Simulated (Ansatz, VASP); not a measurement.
# BN: VASP beside Ansatz

```xyz
2
Lattice="2.5088 0.0015 0.0000 1.2531 2.2820 0.0000 0.0000 0.0000 26.0000" Properties=species:S:1:pos:R:3 pbc="T T T"
B     1.8809    1.1417   13.0000
N     3.1348    1.9029   13.0000
```

Change from the starting cell: strain along y +0.050, atoms relaxed.

Alike in both runs: task relaxation of the atoms; functional PBE; dispersion D3(BJ); k mesh 10 × 10 × 1; occupations gaussian, width 0.02 eV; no spin polarisation.

|  | VASP | Ansatz |
| --- | --- | --- |
| version | VASP 6.6.1 | Ansatz 0.2.0 |
| potentials or method | VASP PAW PBE potentials, release 64 (B, N), cutoff 520 eV | scalar-relativistic, plane waves, PAW |
| valence electrons in the cell | 8 | 8 |

VASP gave:

```
gap on the k mesh at the Fermi level, each at its own relaxed structure (eV) : 4.56
```

Task: Estimate Ansatz's values.

Result: gap on the k mesh at the Fermi level, each at its own relaxed structure (eV): 4.57.

Ansatz's warnings: near symmetry operations not taken, stress scf threshold loose, xc potential rough in thin density.
